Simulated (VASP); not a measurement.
# MgB2 in VASP: a series of runs, part 2 of 3

VASP 6.6.1. The steps go on from the part before.

### 4 Single point, PBEsol (atoms moved at random)

Contents of INCAR:

```
SYSTEM = MgB2
ALGO = Normal
EDIFF = 1E-7
ENCUT = 520
GGA = PS
ISIF = 2
ISMEAR = -1
LASPH = .True.
LCHARG = .False.
LREAL = .False.
LWAVE = .False.
NBANDS = 11
NELM = 100
PREC = Accurate
SIGMA = 0.05
```

Contents of KPOINTS:

```
k-points
0
Gamma
  10 10 8
  0 0 0
```

Contents of POSCAR:

```
MgB2
1.0
    3.0850000000      0.0000000000      0.0000000000
   -1.5425000000      2.6716883707      0.0000000000
    0.0000000000      0.0000000000      3.5230000000
Mg B
1 2
Direct
    0.0195880000     -0.0064130000     -0.0098050000
    0.6644080000      0.3216100000      0.4917100000
    0.3363740000      0.6663920000      0.5092550000
```

Potentials or basis: VASP PAW PBE potentials, release 64 (Mg, B).

On the command line:

```bash
$ cat potpaw_PBE.64/Mg/POTCAR potpaw_PBE.64/B/POTCAR > POTCAR
$ mpirun -np 1 vasp_std > vasp.out
```

OUTCAR:

```text
SYSTEM = MgB2
   EDIFF = 1E-7
   ENCUT = 520
   GGA = PS
   ISIF = 2
   ISMEAR = -1
   LASPH = .True.
   LREAL = .False.
   NELM = 100
   PREC = Accurate

 ion  position               nearest neighbor table
   1  0.020  0.994  0.990-   3 2.41   2 2.46   2 2.47   3 2.47   3 2.49   3 2.51   2 2.51   2 2.52
                             2 2.53   2 2.54   3 2.56   3 2.58
   2  0.664  0.322  0.492-   3 1.75   3 1.80   3 1.80   1 2.46   1 2.47   1 2.51   1 2.52   1 2.53
                             1 2.54
   3  0.336  0.666  0.509-   2 1.75   2 1.80   2 1.80   1 2.41   1 2.47   1 2.49   1 2.51   1 2.56
                             1 2.58

  LATTYP: Found a hexagonal cell.
 ALAT       =     3.0850000000
 C/A-ratio  =     1.1419773096

  Lattice vectors:

 A1 = (   3.0850000000,   0.0000000000,   0.0000000000)
 A2 = (  -1.5425000000,   2.6716883707,   0.0000000000)
 A3 = (   0.0000000000,   0.0000000000,   3.5230000000)

Analysis of symmetry for initial positions (statically):
=====================================================================
 Subroutine PRICEL returns:
 Original cell was already a primitive cell.

 Routine SETGRP: Setting up the symmetry group for a
 hexagonal supercell.

 Subroutine GETGRP returns: Found  1 space group operations
 (whereof  1 operations were pure point group operations)
 out of a pool of 24 trial point group operations.

The static configuration has the point symmetry C_1 .

Analysis of symmetry for dynamics (positions and initial velocities):
=====================================================================
 Subroutine PRICEL returns:
 Original cell was already a primitive cell.

 Routine SETGRP: Setting up the symmetry group for a
 hexagonal supercell.

 Subroutine GETGRP returns: Found  1 space group operations
 (whereof  1 operations were pure point group operations)
 out of a pool of 24 trial point group operations.

The dynamic configuration has the point symmetry C_1 .

 Subroutine INISYM returns: Found  1 space group operations
 (whereof  1 operations are pure point group operations),
 and found     1 'primitive' translations

----------------------------------------------------------------------------------------

                                     Primitive cell

  volume of cell :      29.0371

  direct lattice vectors                    reciprocal lattice vectors
     3.085000000  0.000000000  0.000000000     0.324149109  0.187147575  0.000000000
    -1.542500000  2.671688371  0.000000000     0.000000000  0.374295150  0.000000000
     0.000000000  0.000000000  3.523000000     0.000000000  0.000000000  0.283848992

  length of vectors
     3.085000000  3.085000000  3.523000000     0.374295150  0.374295150  0.283848992

  position of ions in fractional coordinates (direct lattice)
     0.019588000  0.993587000  0.990195000
     0.664408000  0.321610000  0.491710000
     0.336374000  0.666392000  0.509255000

  ion indices of the primitive-cell ions
   primitive index   ion index
                 1           1
                 2           2
                 3           3

----------------------------------------------------------------------------------------

 KPOINTS: k-points

[... 25 lines left out ...]
  0.100000  0.000000  0.000000      2.000000
  0.000000  0.100000  0.000000      2.000000
 -0.100000  0.100000  0.000000      2.000000
  0.200000  0.000000  0.000000      2.000000
  0.000000  0.200000  0.000000      2.000000
[... 16 lines left out ...]
 -0.200000  0.300000  0.000000      2.000000
  0.100000  0.200000  0.000000      2.000000
 [... further k-points ...]
   k-points           NKPTS =    404   k-points in BZ     NKDIM =    404   number of bands    NBANDS=     11
   number of dos      NEDOS =    301   number of ions     NIONS =      3
   total plane-waves  NPLWV =  16128
   dimension x,y,z NGX =    24 NGY =   24 NGZ =   28
   dimension x,y,z NGXF=    48 NGYF=   48 NGZF=   56
   ions per type =               1   2
   NGX,Y,Z   is equivalent  to a cutoff of  12.93, 12.93, 13.21 a.u.
   NGXF,Y,Z  is equivalent  to a cutoff of  25.87, 25.87, 26.43 a.u.
 SYSTEM =  MgB2
   PREC   = accura    normal or accurate (medium, high low for compatibility)
   ISTART =      0    job   : 0-new  1-cont  2-samecut
   ICHARG =      2    charge: 1-file 2-atom 10-const
   ISPIN  =      1    spin polarized calculation?
   LNONCOLLINEAR =      F non collinear calculations
   LSORBIT =      F    spin-orbit coupling
   LASPH  =      T    aspherical Exc in radial PAW
   ENCUT  =  520.0 eV  38.22 Ry    6.18 a.u.   5.74  5.74  6.55*2*pi/ulx,y,z
   NELM   =    100;   NELMIN=  2; NELMDL= -5     # of ELM steps
   EDIFF  = 0.1E-06   stopping-criterion for ELM
   LREAL  =      F    real-space projection
   EDIFFG = 0.1E-05   stopping-criterion for IOM
   NSW    =      0    number of steps for IOM
   IBRION =     -1    ionic relax: 0-MD 1-quasi-New 2-CG
   NFREE  =      0    steps in history (QN), initial steepest desc. (CG)
   ISIF   =      2    stress and relaxation
   ISYM   =      2    0-nonsym 1-usesym 2-fastsym
   POTIM  = 0.5000    time-step for ionic-motion
   TEBEG  =    0.0;   TEEND  =   0.0 temperature during run
   PSTRESS=    0.0 pullay stress
   NELECT =       8.0000    total number of electrons
   NUPDOWN=      -1.0000    fix difference up-down
   EMIN   =  10.00;   EMAX   =-10.00  energy-range for DOS
   EFERMI =   0.00;   METHOD = LEGACY
   ISMEAR =    -1;   SIGMA  =   0.05  broadening in eV -4-tet -1-fermi 0-gaus
   EFERMI_NEDOS =   21; number of points for ismear=-14 and -15
   IALGO  =     38    algorithm
   IMIX   =      4    mixing-type and parameters
     AMIX     =   0.40;   BMIX     =  1.00
     AMIX_MAG =   1.60;   BMIX_MAG =  1.00
  volume/ion in A,a.u.               =       9.68        65.32
  Fermi-wavevector in a.u.,A,eV,Ry     =   1.065255  2.013040 15.439462  1.134768
  Thomas-Fermi vector in A             =   2.200801
   LORBIT       =      0    0 simple, 1 ext, 2 COOP (PROOUT), +10 PAW based schemes
   GGA     = PS    functional components
   LHFCALC =     F    Hartree Fock is set to
   AEXX    =    0.0000 exact exchange contribution
   IVDW    =     0    specifies the selected vdW correction
   LEPSILON=     F    determine dielectric tensor
   LRPA    =     F    only Hartree local field effects (RPA)
 non-spin polarized calculation
  energy-cutoff  :      520.00
  volume of cell :       29.04
 maximum number of plane-waves:       806
   NGX = 11   NGY = 11   NGZ = 13

 number of electron       8.0000000 magnetization

 Free energy of the ion-electron system (eV)
  ---------------------------------------------------
  ext. energy  EPLUGINS =         0.00000000
  ---------------------------------------------------
  free energy    TOTEN  =       -16.18514163 eV

  energy without entropy =      -16.17908214  energy(sigma->0) =      -16.18211188

 E-fermi :   5.2523     XC(G=0): -10.9915

 val. band max:        5.2370991886   @ k =  -0.1000  -0.0000   0.1250
 cond. band min:       5.2533246576   @ k =  -0.3000   0.5000   0.0000
 fundamental gap:      0.0162254690
 Fermi energy:         5.2522534757

 k-point     1 :       0.0000    0.0000    0.0000
  band No.  band energies     occupation
      1      -7.1937      2.00000
      2       2.2711      2.00000
      3       5.4121      0.07857
      4       5.7840      0.00005
      5       6.7975      0.00000
      6      11.2575      0.00000
      7      11.7113      0.00000
      8      13.3079      0.00000
      9      15.1766      0.00000
     10      17.7423      0.00000
     11      21.2556      0.00000
[... 309 lines left out ...]
 k-point    24 :       0.1000    0.2000    0.0000
  band No.  band energies     occupation
      1      -5.9902      2.00000
      2       1.7745      2.00000
      3       3.4227      2.00000
      4       3.4544      2.00000
      5       7.9598      0.00000
      6      11.3713      0.00000
      7      11.7967      0.00000
      8      13.3455      0.00000
      9      15.6422      0.00000
     10      17.8897      0.00000
     11      19.2126      0.00000

 [... further k-points ...]
[... 5 lines left out ...]
  --------------------------------------------------------------------------------------
  -------------------------------------------------------------------------------------
  Total       -0.5862713     -0.4027338     -0.5042719     -0.0010613      0.0177367     -0.0541394
  in kB      -32.3486072    -22.2215856    -27.8241416     -0.0585616      0.9786581     -2.9872396
  external PRESSURE =     -27.4647781 kB  Pullay stress =       0.0000000 kB

 VOLUME and BASIS-vectors are now :
 -----------------------------------------------------------------------------
  energy-cutoff  :      520.00
  volume of cell :       29.04
      direct lattice vectors                 reciprocal lattice vectors
     3.085000000  0.000000000  0.000000000     0.324149109  0.187147575  0.000000000
    -1.542500000  2.671688371  0.000000000     0.000000000  0.374295150  0.000000000
     0.000000000  0.000000000  3.523000000     0.000000000  0.000000000  0.283848992

 POSITION                                       TOTAL-FORCE (eV/Angst)
 -----------------------------------------------------------------------------------
     -1.47218      2.65455      3.48846        -0.285071      0.006505      0.236767
      1.55362      0.85924      1.73229         0.136137      0.152358      0.465888
      0.00980      1.78039      1.79411         0.148934     -0.158863     -0.702655
 -----------------------------------------------------------------------------------
    total drift:                                0.000044      0.000000     -0.000037

  FREE ENERGIE OF THE ION-ELECTRON SYSTEM (eV)
  ---------------------------------------------------
  free  energy   TOTEN  =       -16.1851416334 eV

  energy  without entropy=      -16.1790821360  energy(sigma->0) =      -16.18211188
```

OSZICAR:

```text
N       E                     dE             d eps       ncg     rms          rms(c)
DAV:   1     0.326468505095E+01    0.32647E+01   -0.37822E+03  9576   0.611E+02
DAV:   2    -0.172010773316E+02   -0.20466E+02   -0.19261E+02 11310   0.106E+02
DAV:   3    -0.177655018669E+02   -0.56442E+00   -0.55993E+00 11681   0.144E+01
DAV:   4    -0.177668956966E+02   -0.13938E-02   -0.13937E-02 10271   0.777E-01
DAV:   5    -0.177669012451E+02   -0.55485E-05   -0.55486E-05 10987   0.512E-02    0.514E+00
DAV:   6    -0.164244952875E+02    0.13424E+01   -0.16838E+00 10199   0.591E+00    0.244E+00
DAV:   7    -0.161906014859E+02    0.23389E+00   -0.87763E-01 10730   0.428E+00    0.728E-01
DAV:   8    -0.161914139330E+02   -0.81245E-03   -0.74348E-02 10236   0.151E+00    0.307E-01
DAV:   9    -0.161852197138E+02    0.61942E-02   -0.14854E-02 10130   0.551E-01    0.565E-02
DAV:  10    -0.161851591868E+02    0.60527E-04   -0.10117E-03 11088   0.172E-01    0.238E-02
DAV:  11    -0.161851418014E+02    0.17385E-04   -0.76199E-05 10244   0.485E-02    0.375E-03
DAV:  12    -0.161851415944E+02    0.20702E-06   -0.23821E-06 10134   0.882E-03    0.149E-03
DAV:  13    -0.161851416334E+02   -0.39073E-07   -0.12888E-07  7688   0.206E-03
   1 F= -.16185142E+02 E0= -.16182112E+02  d E =-.605950E-02
```

stdout:

```text
POSCAR found type information on POSCAR MgB
 POSCAR found :  2 types and       3 ions
 scaLAPACK will be used
 -----------------------------------------------------------------------------
|                                                                             |
|                                                                             |
|     You enforced a specific xc type in the INCAR file but a different       |
|     I HOPE YOU KNOW WHAT YOU ARE DOING!                                     |
|                                                                             |
 -----------------------------------------------------------------------------

 LDA part: xc-table for (Slater+PW92), standard interpolation
 POSCAR, INCAR and KPOINTS ok, starting setup
 FFT: planning ... GRIDC
 FFT: planning ... GRID_SOFT
 FFT: planning ... GRID
 WAVECAR not read
 entering main loop
```

Wall time 1.9 min (1 thread of Intel Xeon 8259CL, shared host); peak memory 0.26 GiB.

What came out:

```
Free energy            : -16.1851 eV
Pressure               : -2.7 GPa
Largest force          : 0.736 eV/Å
Band gap on the k mesh : zero (band 4 reaches 6.35 eV, above the bottom of band 5 at 3.77 eV)
```

Forces on the atoms (eV/Å):
```
Mg  -0.285  0.007  0.237
B    0.136  0.152  0.466
B    0.149 -0.159 -0.703
```

Caveat: the cell differs from its parent crystal (atoms moved at random); the PAW data sets were made with another functional, which shifts forces and pressure a little.

[end of part 2 of 3]
